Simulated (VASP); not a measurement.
# SnTe (Fm-3m) in VASP: a series of runs

Runs on SnTe. Level: PBE. Tasks: single point, relaxation of volume and atoms at fixed shape.

Everything below comes from runs of VASP 6.6.1. Logs are shortened: lines on timing, memory, paths and dates and some standing lists are left out, and cuts for length are marked.

## Step 1: The cell of the first run

Symmetry: Fm-3m, No. 225, cubic system. The conventional cell has a = 6.411 Å, b = 6.411 Å, c = 6.411 Å, α = 90.00°, β = 90.00°, γ = 90.00°. Within 4.2 Å of Sn (site symmetry m-3m) lie 6 Te at 3.21 Å. Te (site symmetry m-3m) has 6 Sn at 3.21 Å within 4.2 Å.

## Step 2: Single point, PBE

INCAR

```
SYSTEM = SnTe
PREC = Accurate
ENCUT = 500
EDIFF = 1E-6
ISMEAR = 0
SIGMA = 0.01
LREAL = .False.
LASPH = .True.
NELM = 120
ALGO = Normal
ISIF = 2
LWAVE = .False.
LCHARG = .False.
GGA = PE
NBANDS = 17
GGA_COMPAT = .False.
```

KPOINTS

```
regular mesh
0
Gamma
  5 5 5
  0 0 0
```

POSCAR

```
SnTe
1.0
    0.0000000000      3.2053863015      3.2053863015
    3.2053863015      0.0000000000      3.2053863015
    3.2053863015      3.2053863015      0.0000000000
Sn Te
1 1
Direct
    0.0000000000      0.0000000000      0.0000000000
    0.5000000000      0.5000000000      0.5000000000
```

Potentials or basis: VASP PAW PBE potentials, release 64 (Sn_d, Te).

Command:

```
$ cat potpaw_PBE.64/Sn_d/POTCAR potpaw_PBE.64/Te/POTCAR > POTCAR
$ mpirun -np 1 vasp_std > vasp.out
```

OUTCAR:

```text
SYSTEM = SnTe
   PREC = Accurate
   ENCUT = 500
   EDIFF = 1E-6
   ISMEAR = 0
   LREAL = .False.
   LASPH = .True.
   NELM = 120
   ISIF = 2
   GGA = PE

 ion  position               nearest neighbor table
   1  0.000  0.000  0.000-   2 3.21   2 3.21   2 3.21   2 3.21   2 3.21   2 3.21
   2  0.500  0.500  0.500-   1 3.21   1 3.21   1 3.21   1 3.21   1 3.21   1 3.21

  LATTYP: Found a face centered cubic cell.
 ALAT       =     6.4107726030

  Lattice vectors:

 A1 = (   0.0000000000,   3.2053863015,   3.2053863015)
 A2 = (   3.2053863015,   0.0000000000,   3.2053863015)
 A3 = (   3.2053863015,   3.2053863015,   0.0000000000)

Analysis of symmetry for initial positions (statically):
=====================================================================
 Subroutine PRICEL returns:
 Original cell was already a primitive cell.

 Routine SETGRP: Setting up the symmetry group for a
 face centered cubic supercell.

 Subroutine GETGRP returns: Found 48 space group operations
 (whereof 48 operations were pure point group operations)
 out of a pool of 48 trial point group operations.

The static configuration has the point symmetry O_h .

Analysis of symmetry for dynamics (positions and initial velocities):
=====================================================================
 Subroutine PRICEL returns:
 Original cell was already a primitive cell.

 Routine SETGRP: Setting up the symmetry group for a
 face centered cubic supercell.

 Subroutine GETGRP returns: Found 48 space group operations
 (whereof 48 operations were pure point group operations)
 out of a pool of 48 trial point group operations.

The dynamic configuration has the point symmetry O_h .

 Subroutine INISYM returns: Found 48 space group operations
 (whereof 48 operations are pure point group operations),
 and found     1 'primitive' translations

----------------------------------------------------------------------------------------

                                     Primitive cell

  volume of cell :      65.8675

  direct lattice vectors                    reciprocal lattice vectors
     0.000000000  3.205386301  3.205386301    -0.155987439  0.155987439  0.155987439
     3.205386301  0.000000000  3.205386301     0.155987439 -0.155987439  0.155987439
     3.205386301  3.205386301  0.000000000     0.155987439  0.155987439 -0.155987439

  length of vectors
     4.533100780  4.533100780  4.533100780     0.270178170  0.270178170  0.270178170

  position of ions in fractional coordinates (direct lattice)
     0.000000000  0.000000000  0.000000000
     0.500000000  0.500000000  0.500000000

  ion indices of the primitive-cell ions
   primitive index   ion index
                 1           1
                 2           2

----------------------------------------------------------------------------------------

 KPOINTS: regular mesh

Automatic generation of k-mesh.
 Grid dimensions read from file:
 generate k-points for:    5    5    5

 Generating k-lattice:

  Cartesian coordinates                     Fractional coordinates (reciprocal lattice)
    -0.031197488  0.031197488  0.031197488     0.200000000  0.000000000  0.000000000
     0.031197488 -0.031197488  0.031197488     0.000000000  0.200000000  0.000000000
     0.031197488  0.031197488 -0.031197488     0.000000000  0.000000000  0.200000000

  Length of vectors
     0.054035634  0.054035634  0.054035634

  Shift w.r.t. Gamma in fractional coordinates (k-lattice)
     0.000000000  0.000000000  0.000000000

 Subroutine IBZKPT returns following result:
 ===========================================

 Found     10 irreducible k-points:

 Following reciprocal coordinates:
            Coordinates               Weight
  0.000000  0.000000  0.000000      1.000000
  0.200000  0.000000  0.000000      8.000000
  0.400000  0.000000  0.000000      8.000000
  0.200000  0.200000  0.000000      6.000000
  0.400000  0.200000  0.000000     24.000000
 -0.400000  0.200000  0.000000     24.000000
 -0.200000  0.200000  0.000000     12.000000
  0.400000  0.400000  0.000000      6.000000
 -0.400000  0.400000  0.000000     12.000000
 -0.400000  0.400000  0.200000     24.000000
   k-points           NKPTS =     10   k-points in BZ     NKDIM =     10   number of bands    NBANDS=     17
   number of dos      NEDOS =    301   number of ions     NIONS =      2
   total plane-waves  NPLWV =  46656
   dimension x,y,z NGX =    36 NGY =   36 NGZ =   36
   dimension x,y,z NGXF=    72 NGYF=   72 NGZF=   72
   ions per type =               1   1
   NGX,Y,Z   is equivalent  to a cutoff of  13.20, 13.20, 13.20 a.u.
   NGXF,Y,Z  is equivalent  to a cutoff of  26.41, 26.41, 26.41 a.u.
 SYSTEM =  SnTe
   PREC   = accura    normal or accurate (medium, high low for compatibility)
   ISTART =      0    job   : 0-new  1-cont  2-samecut
   ICHARG =      2    charge: 1-file 2-atom 10-const
   ISPIN  =      1    spin polarized calculation?
   LNONCOLLINEAR =      F non collinear calculations
   LSORBIT =      F    spin-orbit coupling
   LASPH  =      T    aspherical Exc in radial PAW
   ENCUT  =  500.0 eV  36.75 Ry    6.06 a.u.   8.26  8.26  8.26*2*pi/ulx,y,z
   NELM   =    120;   NELMIN=  2; NELMDL= -5     # of ELM steps
   EDIFF  = 0.1E-05   stopping-criterion for ELM
   LREAL  =      F    real-space projection
   EDIFFG = 0.1E-04   stopping-criterion for IOM
   NSW    =      0    number of steps for IOM
   IBRION =     -1    ionic relax: 0-MD 1-quasi-New 2-CG
   NFREE  =      0    steps in history (QN), initial steepest desc. (CG)
   ISIF   =      2    stress and relaxation
   ISYM   =      2    0-nonsym 1-usesym 2-fastsym
   POTIM  = 0.5000    time-step for ionic-motion
   TEBEG  =    0.0;   TEEND  =   0.0 temperature during run
   PSTRESS=    0.0 pullay stress
   NELECT =      20.0000    total number of electrons
   NUPDOWN=      -1.0000    fix difference up-down
   EMIN   =  10.00;   EMAX   =-10.00  energy-range for DOS
   EFERMI =   0.00;   METHOD = LEGACY
   ISMEAR =     0;   SIGMA  =   0.01  broadening in eV -4-tet -1-fermi 0-gaus
   EFERMI_NEDOS =   21; number of points for ismear=-14 and -15
   IALGO  =     38    algorithm
   IMIX   =      4    mixing-type and parameters
     AMIX     =   0.40;   BMIX     =  1.00
     AMIX_MAG =   1.60;   BMIX_MAG =  1.00
  volume/ion in A,a.u.               =      32.93       222.25
  Fermi-wavevector in a.u.,A,eV,Ry     =   1.100342  2.079345 16.473295  1.210753
  Thomas-Fermi vector in A             =   2.236752
   LORBIT       =      0    0 simple, 1 ext, 2 COOP (PROOUT), +10 PAW based schemes
   GGA     = PE    functional components
   LHFCALC =     F    Hartree Fock is set to
   AEXX    =    0.0000 exact exchange contribution
   IVDW    =     0    specifies the selected vdW correction
   LEPSILON=     F    determine dielectric tensor
   LRPA    =     F    only Hartree local field effects (RPA)
 non-spin polarized calculation
 Gauss-broadening in eV      SIGMA  =   0.01
  energy-cutoff  :      500.00
  volume of cell :       65.87
 maximum number of plane-waves:      1687
 NGX is ok and might be reduce to    36
   NGX = 17   NGY = 17   NGZ = 17

 number of electron      20.0000005 magnetization

 Free energy of the ion-electron system (eV)
  ---------------------------------------------------
  ext. energy  EPLUGINS =         0.00000000
  ---------------------------------------------------
  free energy    TOTEN  =        -7.56909143 eV

  energy without entropy =       -7.56909143  energy(sigma->0) =       -7.56909143

 E-fermi :   6.0422     XC(G=0):  -9.2697

 val. band max:        5.9366566423   @ k =  -0.2000   0.2000   0.0000
 cond. band min:       6.8629859016   @ k =   0.4000   0.0000   0.0000
 fundamental gap:      0.9263292594
 Fermi energy:         6.0422082413

 k-point     1 :       0.0000    0.0000    0.0000
  band No.  band energies     occupation
      1     -15.5703      2.00000
      2     -15.5703      2.00000
      3     -15.5668      2.00000
      4     -15.5668      2.00000
      5     -15.5668      2.00000
      6      -6.1105      2.00000
[... 9 lines left out ...]
     16      11.1670      0.00000
     17      13.1460      0.00000

 k-point     2 :       0.2000    0.0000    0.0000
  band No.  band energies     occupation
      1     -15.5716      2.00000
      2     -15.5716      2.00000
      3     -15.5663      2.00000
      4     -15.5650      2.00000
      5     -15.5650      2.00000
      6      -5.8079      2.00000
[... 9 lines left out ...]
     16      11.9250      0.00000
     17      15.1213      0.00000

 k-point     3 :       0.4000    0.0000    0.0000
  band No.  band energies     occupation
      1     -15.5739      2.00000
      2     -15.5739      2.00000
      3     -15.5656      2.00000
      4     -15.5617      2.00000
      5     -15.5617      2.00000
      6      -5.1236      2.00000
[... 9 lines left out ...]
     16      13.9699      0.00000
     17      16.0406      0.00000

 k-point     4 :       0.2000    0.2000    0.0000
  band No.  band energies     occupation
      1     -15.5743      2.00000
      2     -15.5690      2.00000
      3     -15.5679      2.00000
      4     -15.5640      2.00000
      5     -15.5640      2.00000
      6      -5.7114      2.00000
[... 9 lines left out ...]
     16      13.0291      0.00000
     17      13.5922      0.00000

 k-point     5 :       0.4000    0.2000    0.0000
  band No.  band energies     occupation
      1     -15.5771      2.00000
      2     -15.5701      2.00000
      3     -15.5670      2.00000
      4     -15.5619      2.00000
      5     -15.5609      2.00000
      6      -5.1516      2.00000
[... 9 lines left out ...]
     16      14.9564      0.00000
     17      15.7558      0.00000

 k-point     6 :      -0.4000    0.2000    0.0000
  band No.  band energies     occupation
      1     -15.5761      2.00000
      2     -15.5725      2.00000
      3     -15.5644      2.00000
      4     -15.5622      2.00000
      5     -15.5609      2.00000
      6      -4.8359      2.00000
[... 9 lines left out ...]
     16      13.9535      0.00000
     17      16.5817      0.00000

 k-point     7 :      -0.2000    0.2000    0.0000
  band No.  band energies     occupation
      1     -15.5731      2.00000
      2     -15.5728      2.00000
      3     -15.5655      2.00000
      4     -15.5638      2.00000
      5     -15.5626      2.00000
      6      -5.3665      2.00000
[... 9 lines left out ...]
     16      14.2959      0.00000
     17      14.7409      0.00000

 k-point     8 :       0.4000    0.4000    0.0000
  band No.  band energies     occupation
      1     -15.5819      2.00000
      2     -15.5695      2.00000
      3     -15.5669      2.00000
      4     -15.5591      2.00000
      5     -15.5591      2.00000
      6      -4.8779      2.00000
[... 9 lines left out ...]
     16      15.7478      0.00000
     17      16.7860      0.00000

 k-point     9 :      -0.4000    0.4000    0.0000
  band No.  band energies     occupation
      1     -15.5810      2.00000
      2     -15.5685      2.00000
      3     -15.5678      2.00000
      4     -15.5597      2.00000
      5     -15.5590      2.00000
      6      -4.6657      2.00000
[... 9 lines left out ...]
     16      15.2295      0.00000
     17      16.8908      0.00000

 k-point    10 :      -0.4000    0.4000    0.2000
  band No.  band energies     occupation
      1     -15.5786      2.00000
      2     -15.5704      2.00000
      3     -15.5658      2.00000
      4     -15.5622      2.00000
      5     -15.5592      2.00000
      6      -4.7394      2.00000
[... 9 lines left out ...]
     16      15.8093      0.00000
     17      15.8688      0.00000

------------------------ aborting loop because EDIFF is reached ----------------------------------------

  FORCE on cell =-STRESS in cart. coord.  units (eV):
  Direction    XX          YY          ZZ          XY          YZ          ZX
  --------------------------------------------------------------------------------------
  -------------------------------------------------------------------------------------
  Total       -0.0445734     -0.0445734     -0.0445734      0.0000000      0.0000000     -0.0000000
  in kB       -1.0842133     -1.0842133     -1.0842133      0.0000000      0.0000000     -0.0000000
  external PRESSURE =      -1.0842133 kB  Pullay stress =       0.0000000 kB

 VOLUME and BASIS-vectors are now :
 -----------------------------------------------------------------------------
  energy-cutoff  :      500.00
  volume of cell :       65.87
      direct lattice vectors                 reciprocal lattice vectors
     0.000000000  3.205386301  3.205386301    -0.155987439  0.155987439  0.155987439
     3.205386301  0.000000000  3.205386301     0.155987439 -0.155987439  0.155987439
     3.205386301  3.205386301  0.000000000     0.155987439  0.155987439 -0.155987439

 POSITION                                       TOTAL-FORCE (eV/Angst)
 -----------------------------------------------------------------------------------
      0.00000      0.00000      0.00000         0.000000     -0.000000     -0.000000
      3.20539      3.20539      3.20539         0.000000      0.000000      0.000000
 -----------------------------------------------------------------------------------
    total drift:                               -0.000000      0.000000      0.000000

  FREE ENERGIE OF THE ION-ELECTRON SYSTEM (eV)
  ---------------------------------------------------
  free  energy   TOTEN  =        -7.5690914295 eV

  energy  without entropy=       -7.5690914295  energy(sigma->0) =       -7.56909143
```

Wall time 10 s (1 thread of Intel Xeon Platinum 8559C (Emerald Rapids), shared host); peak memory 0.2 GiB.

Results:

```yaml
Free_energy: -7.5691 eV
Pressure: -0.1 GPa
```

Caveat: this odd mesh misses L, so gap, dielectric constants and Born charges aren't listed; spin-orbit coupling is left out, which moves the levels of the heavy elements.

## Step 3: Relaxation of volume and atoms at fixed shape, PBE

This run uses another cell than the first one, of 31.28 Å³/atom.

INCAR

```
PREC     = Accurate       # precision mode
ENCUT    = 500            # plane-wave cutoff, eV
EDIFF    = 1E-7           # SCF threshold, eV
ISMEAR   = 0              # smearing method
SIGMA    = 0.01           # smearing width, eV
LREAL    = F              # projectors in reciprocal space
LASPH    = T              # aspherical terms in the spheres
NELM     = 120            # most SCF steps
ALGO     = Normal         # electronic algorithm
ISIF     = 8              # what is computed and relaxed
LWAVE    = F              # write WAVECAR
LCHARG   = F              # write CHGCAR
GGA      = PE             # functional
IBRION   = 2              # ionic algorithm
NSW      = 80             # ionic steps
EDIFFG   = -0.01          # ionic threshold
GGA_COMPAT= F            
NELMIN   = 4
```

KPOINTS

```
regular mesh
0
Gamma
  5 5 5
```

POSCAR

```
SnTe
1.0
    0.0000000000      3.1508500000      3.1508500000
    3.1508500000      0.0000000000      3.1508500000
    3.1508500000      3.1508500000      0.0000000000
Sn Te
1 1
Direct
    0.0000000000      0.0000000000      0.0000000000
    0.5000000000      0.5000000000      0.5000000000
```

Potentials or basis: VASP PAW PBE potentials, release 64 (Sn_d, Te).

Command:

```
$ cat potpaw_PBE.64/Sn_d/POTCAR potpaw_PBE.64/Te/POTCAR > POTCAR
$ mpirun -np 1 vasp_std > vasp.out
```

Run time: 16 s. Hardware: 1 thread of Intel Xeon Platinum 8559C (Emerald Rapids), shared host; peak memory 0.18 GiB.

It converged, with:

```
Free energy                           : -7.5686 eV
Relaxed volume                        : 32.88 Å³/atom
Relaxed cell                          : a = 4.531 Å, b = 4.531 Å, c = 4.531 Å, α = 60.00°, β = 60.00°, γ = 60.00°
Space group after relaxing (to 0.1 Å) : Fm-3m (No. 225)
Energy gained by relaxing             : 10.6 meV/atom
Ionic steps                           : 3
Pressure after relaxing               : 0.0 GPa
```

Step by step:
```tsv
step	energy change (eV)	largest force (eV/Å)	pressure (GPa)	volume (Å³)
1	0.0000	0.0000	2.22	62.56
2	-0.0199	0.0000	-0.47	66.56
3	-0.0211	0.0000	0.00	65.76
```

Final structure:
```cif
data_structure
_symmetry_space_group_name_H-M 'P 1'
_symmetry_Int_Tables_number 1
_cell_length_a 4.5305
_cell_length_b 4.5305
_cell_length_c 4.5305
_cell_angle_alpha 60.000
_cell_angle_beta 60.000
_cell_angle_gamma 60.000
_cell_volume 65.76
loop_
_atom_site_label
_atom_site_type_symbol
_atom_site_fract_x
_atom_site_fract_y
_atom_site_fract_z
_atom_site_occupancy
Sn1 Sn 0.00000 0.00000 0.00000 1
Te1 Te 0.50000 0.50000 0.50000 1
```

Levels at points of the mesh, in eV from the Fermi level:
| k point | band 6 | band 7 | band 8 | band 9 | band 10 | band 11 | band 12 | band 13 | band 14 |
| --- | --- | --- | --- | --- | --- | --- | --- | --- | --- |
| (0.00, 0.00, 0.00) | -12.15 | -4.58 | -1.72 | -1.72 | -1.72 | 3.54 | 3.54 | 3.54 | 5.13 |

Caveat: this odd mesh misses L, so gap, dielectric constants and Born charges aren't listed; spin-orbit coupling is left out, which moves the levels of the heavy elements. PBE usually gives volumes a little too large and moduli too small.
